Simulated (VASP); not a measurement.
# Rh (I4/mmm) in VASP: single point with PBEsol

Aim: the single point of Rh with PBEsol.

Program: VASP 6.6.1. These are calculated values, not measurements. Logs are shortened: lines on timing, memory, paths and dates and some standing lists are left out, and cuts for length are marked.

**1. The cell of the first run**

Symmetry: I4/mmm, No. 139, tetragonal system. Conventional cell: a = 2.689 Å, b = 2.689 Å, c = 3.917 Å, α = 90.00°, β = 90.00°, γ = 90.00°. Rh (site symmetry 4/mmm) has 12 Rh at 2.69 to 2.73 Å within 3.5 Å.

**2. Single point, PBEsol (zz strain of +3 %)**

The input, INCAR:

```
PREC = Accurate ; ENCUT = 520
EDIFF = 1E-6 ; ISMEAR = -1
SIGMA = 0.08 ; LREAL = F
LASPH = T ; NELM = 100
ALGO = Normal ; ISIF = 2
LWAVE = F ; LCHARG = F
GGA = PS ; NBANDS = 14
```

The input, KPOINTS:

```
Automatic mesh
0
Gamma
  16 16 16
```

The input, POSCAR:

```
Rh
1.0
    0.0000000000      1.9015500000      1.9585965000
    1.9015500000      0.0000000000      1.9585965000
    1.9015500000      1.9015500000      0.0000000000
Rh
1
Direct
    0.0000000000      0.0000000000      0.0000000000
```

Potentials or basis: VASP PAW PBE potentials, release 64 (Rh_pv).

Run with:

```console
> cat potpaw_PBE.64/Rh_pv/POTCAR > POTCAR
> mpirun -np 1 vasp_std > vasp.out
```

OUTCAR:

```text
PREC = Accurate
   ENCUT = 520
   EDIFF = 1E-6
   ISMEAR = -1
   LREAL = F
   LASPH = T
   NELM = 100
   ISIF = 2
   GGA = PS

 ion  position               nearest neighbor table
   1  0.000  0.000  0.000-

  LATTYP: Found a body centered tetragonal cell.
 ALAT       =     2.6891977995
 C/A-ratio  =     1.4566399692

  Lattice vectors:

 A1 = (  -1.9015500000,   0.0000000000,   1.9585965000)
 A2 = (   1.9015500000,   0.0000000000,   1.9585965000)
 A3 = (   0.0000000000,   1.9015500000,  -1.9585965000)

Analysis of symmetry for initial positions (statically):
=====================================================================
 Subroutine PRICEL returns:
 Original cell was already a primitive cell.

 Routine SETGRP: Setting up the symmetry group for a
 body centered tetragonal supercell.

 Subroutine GETGRP returns: Found 16 space group operations
 (whereof 16 operations were pure point group operations)
 out of a pool of 16 trial point group operations.

The static configuration has the point symmetry D_4h.

Analysis of symmetry for dynamics (positions and initial velocities):
=====================================================================
 Subroutine PRICEL returns:
 Original cell was already a primitive cell.

 Routine SETGRP: Setting up the symmetry group for a
 body centered tetragonal supercell.

 Subroutine GETGRP returns: Found 16 space group operations
 (whereof 16 operations were pure point group operations)
 out of a pool of 16 trial point group operations.

The dynamic configuration has the point symmetry D_4h.

 Subroutine INISYM returns: Found 16 space group operations
 (whereof 16 operations are pure point group operations),
 and found     1 'primitive' translations

----------------------------------------------------------------------------------------

                                     Primitive cell

  volume of cell :      14.1641

  direct lattice vectors                    reciprocal lattice vectors
     0.000000000  1.901550000  1.958596500    -0.262943388  0.262943388  0.255284843
     1.901550000  0.000000000  1.958596500     0.262943388 -0.262943388  0.255284843
     1.901550000  1.901550000  0.000000000     0.262943388  0.262943388 -0.255284843

  length of vectors
     2.729833814  2.729833814  2.689197800     0.451052992  0.451052992  0.451052992

  position of ions in fractional coordinates (direct lattice)
     0.000000000  0.000000000  0.000000000

  ion indices of the primitive-cell ions
   primitive index   ion index
                 1           1

----------------------------------------------------------------------------------------

 KPOINTS: Automatic mesh

Automatic generation of k-mesh.
 Grid dimensions read from file:
 generate k-points for:   16   16   16

 Generating k-lattice:

  Cartesian coordinates                     Fractional coordinates (reciprocal lattice)
    -0.016433962  0.016433962  0.015955303     0.062500000 -0.000000000  0.000000000
     0.016433962 -0.016433962  0.015955303    -0.000000000  0.062500000  0.000000000
     0.016433962  0.016433962 -0.015955303     0.000000000  0.000000000  0.062500000

  Length of vectors
     0.028190812  0.028190812  0.028190812

  Shift w.r.t. Gamma in fractional coordinates (k-lattice)
     0.000000000  0.000000000  0.000000000

 Subroutine IBZKPT returns following result:
 ===========================================

 Found    349 irreducible k-points:

 Following reciprocal coordinates:
            Coordinates               Weight
  0.000000  0.000000  0.000000      1.000000
  0.062500  0.000000  0.000000      8.000000
  0.125000  0.000000  0.000000      8.000000
  0.187500  0.000000  0.000000      8.000000
  0.250000  0.000000  0.000000      8.000000
  0.312500 -0.000000  0.000000      8.000000
[... 16 lines left out ...]
 -0.125000  0.062500  0.000000      8.000000
 -0.062500  0.062500  0.000000      4.000000
 [... further k-points ...]
   k-points           NKPTS =    349   k-points in BZ     NKDIM =    349   number of bands    NBANDS=     14
   number of dos      NEDOS =    301   number of ions     NIONS =      1
   total plane-waves  NPLWV =   8000
   dimension x,y,z NGX =    20 NGY =   20 NGZ =   20
   dimension x,y,z NGXF=    40 NGYF=   40 NGZF=   40
   ions per type =               1
   NGX,Y,Z   is equivalent  to a cutoff of  12.18, 12.18, 12.36 a.u.
   NGXF,Y,Z  is equivalent  to a cutoff of  24.36, 24.36, 24.73 a.u.
 SYSTEM =  unknown system
   PREC   = accura    normal or accurate (medium, high low for compatibility)
   ISTART =      0    job   : 0-new  1-cont  2-samecut
   ICHARG =      2    charge: 1-file 2-atom 10-const
   ISPIN  =      1    spin polarized calculation?
   LNONCOLLINEAR =      F non collinear calculations
   LSORBIT =      F    spin-orbit coupling
   LASPH  =      T    aspherical Exc in radial PAW
   ENCUT  =  520.0 eV  38.22 Ry    6.18 a.u.   5.08  5.08  5.00*2*pi/ulx,y,z
   NELM   =    100;   NELMIN=  2; NELMDL= -5     # of ELM steps
   EDIFF  = 0.1E-05   stopping-criterion for ELM
   LREAL  =      F    real-space projection
   EDIFFG = 0.1E-04   stopping-criterion for IOM
   NSW    =      0    number of steps for IOM
   IBRION =     -1    ionic relax: 0-MD 1-quasi-New 2-CG
   NFREE  =      0    steps in history (QN), initial steepest desc. (CG)
   ISIF   =      2    stress and relaxation
   ISYM   =      2    0-nonsym 1-usesym 2-fastsym
   POTIM  = 0.5000    time-step for ionic-motion
   TEBEG  =    0.0;   TEEND  =   0.0 temperature during run
   PSTRESS=    0.0 pullay stress
   NELECT =      15.0000    total number of electrons
   NUPDOWN=      -1.0000    fix difference up-down
   EMIN   =  10.00;   EMAX   =-10.00  energy-range for DOS
   EFERMI =   0.00;   METHOD = LEGACY
   ISMEAR =    -1;   SIGMA  =   0.08  broadening in eV -4-tet -1-fermi 0-gaus
   EFERMI_NEDOS =   21; number of points for ismear=-14 and -15
   IALGO  =     38    algorithm
   IMIX   =      4    mixing-type and parameters
     AMIX     =   0.40;   BMIX     =  1.00
     AMIX_MAG =   1.60;   BMIX_MAG =  1.00
  volume/ion in A,a.u.               =      14.16        95.58
  Fermi-wavevector in a.u.,A,eV,Ry     =   1.668688  3.153363 37.885681  2.784519
  Thomas-Fermi vector in A             =   2.754492
   LORBIT       =      0    0 simple, 1 ext, 2 COOP (PROOUT), +10 PAW based schemes
   GGA     = PS    functional components
   LHFCALC =     F    Hartree Fock is set to
   AEXX    =    0.0000 exact exchange contribution
   IVDW    =     0    specifies the selected vdW correction
   LEPSILON=     F    determine dielectric tensor
   LRPA    =     F    only Hartree local field effects (RPA)
 non-spin polarized calculation
  energy-cutoff  :      520.00
  volume of cell :       14.16
 maximum number of plane-waves:       391
   NGX = 11   NGY = 11   NGZ =  9

 number of electron      15.0000000 magnetization

 Free energy of the ion-electron system (eV)
  ---------------------------------------------------
  ext. energy  EPLUGINS =         0.00000000
  ---------------------------------------------------
  free energy    TOTEN  =        -8.12000765 eV

  energy without entropy =       -8.08912247  energy(sigma->0) =       -8.10456506

 E-fermi :  11.2097     XC(G=0): -14.0265

 val. band max:       11.2007657724   @ k =  -0.3750   0.0000   0.2500
 cond. band min:      11.2112356286   @ k =   0.3125   0.0000   0.3125
 fundamental gap:      0.0104698561
 Fermi energy:        11.2096867209

 k-point     1 :       0.0000    0.0000    0.0000
  band No.  band energies     occupation
      1     -35.0726      2.00000
      2     -35.0582      2.00000
      3     -35.0582      2.00000
      4       3.3821      2.00000
      5       8.0565      2.00000
      6       8.3720      2.00000
      7       8.3720      2.00000
      8      10.0844      2.00000
      9      10.4619      1.99983
     10      27.1827      0.00000
     11      31.6771      0.00000
     12      31.8836      0.00000
     13      32.7402      0.00000
     14      32.7402      0.00000

 k-point     2 :       0.0625    0.0000    0.0000
  band No.  band energies     occupation
      1     -35.0909      2.00000
      2     -35.0700      2.00000
      3     -35.0612      2.00000
      4       3.5353      2.00000
      5       8.0690      2.00000
      6       8.3514      2.00000
      7       8.4309      2.00000
      8      10.0586      2.00000
      9      10.4231      1.99989
     10      27.3978      0.00000
     11      31.4686      0.00000
     12      31.6842      0.00000
     13      32.5019      0.00000
     14      32.9600      0.00000

 k-point     3 :       0.1250    0.0000    0.0000
  band No.  band energies     occupation
      1     -35.1633      2.00000
      2     -35.0834      2.00000
      3     -35.0697      2.00000
      4       3.9703      2.00000
      5       8.0036      2.00000
      6       8.4006      2.00000
      7       8.5816      2.00000
      8      10.0209      2.00000
      9      10.3398      1.99996
     10      27.9416      0.00000
     11      29.8953      0.00000
     12      31.6797      0.00000
     13      33.0112      0.00000
     14      33.5881      0.00000
[... 324 lines left out ...]
 k-point    23 :      -0.1250    0.0625    0.0000
  band No.  band energies     occupation
      1     -35.2109      2.00000
      2     -35.1094      2.00000
      3     -35.0685      2.00000
      4       4.3032      2.00000
      5       7.9336      2.00000
      6       8.4415      2.00000
      7       8.6861      2.00000
      8      10.0921      2.00000
      9      10.2438      1.99999
     10      28.2727      0.00000
     11      29.2841      0.00000
     12      31.6796      0.00000
     13      32.3009      0.00000
     14      34.6148      0.00000

 k-point    24 :      -0.0625    0.0625    0.0000
  band No.  band energies     occupation
      1     -35.1255      2.00000
      2     -35.0906      2.00000
      3     -35.0618      2.00000
      4       3.7909      2.00000
      5       8.1537      2.00000
      6       8.2588      2.00000
      7       8.5115      2.00000
      8      10.1346      2.00000
      9      10.2662      1.99998
     10      27.7299      0.00000
     11      30.8860      0.00000
     12      31.6824      0.00000
     13      31.9598      0.00000
     14      33.6060      0.00000

 [... further k-points ...]
[... 5 lines left out ...]
  --------------------------------------------------------------------------------------
  -------------------------------------------------------------------------------------
  Total       -0.8792403     -0.8792403     -1.4690111      0.0000000      0.0000000      0.0000000
  in kB      -99.4552497    -99.4552497   -166.1671613      0.0000000      0.0000000      0.0000000
  external PRESSURE =    -121.6925535 kB  Pullay stress =       0.0000000 kB

 VOLUME and BASIS-vectors are now :
 -----------------------------------------------------------------------------
  energy-cutoff  :      520.00
  volume of cell :       14.16
      direct lattice vectors                 reciprocal lattice vectors
     0.000000000  1.901550000  1.958596500    -0.262943388  0.262943388  0.255284843
     1.901550000  0.000000000  1.958596500     0.262943388 -0.262943388  0.255284843
     1.901550000  1.901550000  0.000000000     0.262943388  0.262943388 -0.255284843

 POSITION                                       TOTAL-FORCE (eV/Angst)
 -----------------------------------------------------------------------------------
      0.00000      0.00000      0.00000         0.000000     -0.000000      0.000000
 -----------------------------------------------------------------------------------
    total drift:                               -0.000000     -0.000000     -0.000000

  FREE ENERGIE OF THE ION-ELECTRON SYSTEM (eV)
  ---------------------------------------------------
  free  energy   TOTEN  =        -8.1200076538 eV

  energy  without entropy=       -8.0891224654  energy(sigma->0) =       -8.10456506
```

Run time: 2.2 min. Hardware: 1 thread of AMD EPYC 7R13, shared host; peak memory 0.14 GiB.

Results:

```yaml
Free_energy: -8.1200 eV
Pressure: -12.2 GPa
```

Stress tensor (GPa, compression positive):
```
 -9.95   0.00   0.00
  0.00  -9.95   0.00
  0.00   0.00 -16.62
```

Caveat: the cell differs from its parent crystal (zz strain of +3 %); the PAW data sets were made with another functional, which shifts forces and pressure a little.
